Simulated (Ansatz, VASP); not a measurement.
## One calculation of TeW, two programs

Contents of INCAR:

```
SYSTEM = TeW
PREC = Accurate
ENCUT = 600
EDIFF = 1E-7
ISMEAR = 0
SIGMA = 0.1
LREAL = .FALSE.
LASPH = .TRUE.
NELM = 150
ALGO = Normal
ISIF = 3
LWAVE = .FALSE.
LCHARG = .FALSE.
ISPIN = 2
MAGMOM = 1.05 0
LORBIT = 11
LMAXMIX = 4
GGA = PE
IBRION = 2
NSW = 100
EDIFFG = -0.01
```

The input KPOINTS:

```
Automatic mesh
0
G
  12 12 12
  0 0 0
```

Contents of POSCAR:

```
TeW
1.0
    0.0000000000      3.0606578340      3.0606578340
    3.0606578340      0.0000000000      3.0606578340
    3.0606578340      3.0606578340      0.0000000000
W Te
1 1
Direct
    0.0000000000      0.0000000000      0.0000000000
    0.2500000000      0.2500000000      0.2500000000
```

Input for Ansatz:

```yaml
crystal:
  lattice:
    - [0.0, 3.060657834, 3.060657834]
    - [3.060657834, 0.0, 3.060657834]
    - [3.060657834, 3.060657834, 0.0]
  atoms:
    - { symbol: W, position: [0.0, 0.0, 0.0], spin: 1.05 }
    - { symbol: Te, position: [0.25, 0.25, 0.25] }
basis:
  ecutwfc: 420
kpoints:
  mp_grid: { grid: [12, 12, 12] }
hamiltonian:
  xc: pbe
scf:
  occupations: { method: gaussian, width: 0.1 }
output:
  forces: true
  stress: true
  eigenvalues: true
  populations: true
magnetization:
  spin_polarized: true
relax:
  adjacent_minimum: "off"
  f_tol: 0.01
  max_steps: 80
  cell: { stress_tol: 0.05 }
```

Alike in both runs: task relaxation of cell and atoms; functional PBE; k mesh 12 × 12 × 12; occupations gaussian, width 0.1 eV; collinear spin.

|  | VASP | Ansatz |
| --- | --- | --- |
| version | VASP 6.6.1 | Ansatz 0.2.0 |
| potentials or method | VASP PAW PBE potentials, release 64 (W_sv, Te), cutoff 600 eV | scalar-relativistic, plane waves, PAW |
| valence electrons in the cell | 20 | 30 |

Ansatz gave:

- gap on the k mesh at the Fermi level, each at its own relaxed structure (eV): none
- net moment per atom (μB): 0.70
- size of the moment on the site where the two differ most (μB): 0.95
- relaxed volume (Å³/atom): 28.70
- relaxed length of the cell vector where the two differ most in proportion (Å): 4.330

**Question.** Estimate VASP's values.

**Answer.** gap on the k mesh at the Fermi level, each at its own relaxed structure (eV): none; net moment per atom (μB): 0.70; size of the moment on the site where the two differ most (μB): 1.10; relaxed volume (Å³/atom): 28.70; relaxed length of the cell vector where the two differ most in proportion (Å): 4.330.

Site moments also hang on the region over which each program counts them. A gap of «none» marks a metal or a gap that the smearing closes. VASP's potentials hold 20 valence electrons a cell and Ansatz's 30, so a difference there can come from the potentials and not from the codes.

Spin-orbit coupling is off throughout.
